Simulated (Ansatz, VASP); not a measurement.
# One calculation of La6N, two programs

```
La N
1.0
     3.60000    0.00000    0.00000
     0.00000    3.60000    0.00000
     0.00000    0.00000   14.50000
La N
6 1
Direct
  0.50000 0.50000 0.83330
  0.50000 0.50000 0.16670
  0.00000 0.00000 0.00000
  0.00000 0.00000 0.66670
  0.00000 0.00000 0.33330
  0.50000 0.50000 0.50000
  0.50000 0.50000 0.00000
```

Alike in both runs: task relaxation of cell and atoms; functional PBE; k mesh 5 × 5 × 2; occupations gaussian, width 0.2 eV; no spin polarisation.

```csv
,VASP,Ansatz
version,VASP 6.6.1,Ansatz 0.2.0
potentials or method,"VASP PAW PBE potentials, release 64 (La, N), cutoff 600 eV","scalar-relativistic, plane waves, PAW"
valence electrons in the cell,71,71
```

```csv
,VASP,Ansatz,Ansatz less VASP
"gap on the k mesh at the Fermi level, each at its own relaxed structure (eV)",none,none,-
relaxed volume (Å³/atom),32.39,32.11,-0.281
relaxed length of the cell vector where the two differ most in proportion (Å),3.842,3.829,-0.0129
```

A gap of «none» marks a metal or a gap that the smearing closes.

Spin-orbit coupling is off throughout. Noted on VASP's run: the volume moved by over 15 % at a fixed basis, so the end points are rough.
